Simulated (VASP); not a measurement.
A run of VASP 6.6.1 is set up as follows.

INCAR

```
SYSTEM = Cd
ALGO = Normal
EDIFF = 1E-7
ENCUT = 520
GGA = PS
ISIF = 2
ISMEAR = -1
LASPH = .True.
LCHARG = .False.
LREAL = .False.
LWAVE = .False.
NBANDS = 12
NELM = 100
PREC = Accurate
SIGMA = 0.1
```

Contents of KPOINTS:

```
k-points
0
Gamma
  14 14 14
  0 0 0
```

File POSCAR:

```
Cd
1.0
    0.0000000000      2.2174264814      2.2174264814
    2.2174264814      0.0000000000      2.2174264814
    2.2174264814      2.2174264814      0.0000000000
Cd
1
Direct
    0.0000000000      0.0000000000      0.0000000000
```

Potentials or basis: VASP PAW PBE potentials, release 64 (Cd).

The run is started by

```sh
$ cat potpaw_PBE.64/Cd/POTCAR > POTCAR
$ mpirun -np 1 vasp_std > vasp.out
```

Question: Estimate the pressure.

Answer: -1.8 GPa.

Question: Predict the band gap on the k mesh.

Answer: Zero (bands 6 and 7 overlap by 2.71 eV).

Caveat: the PAW data sets were made with another functional, which shifts forces and pressure a little.
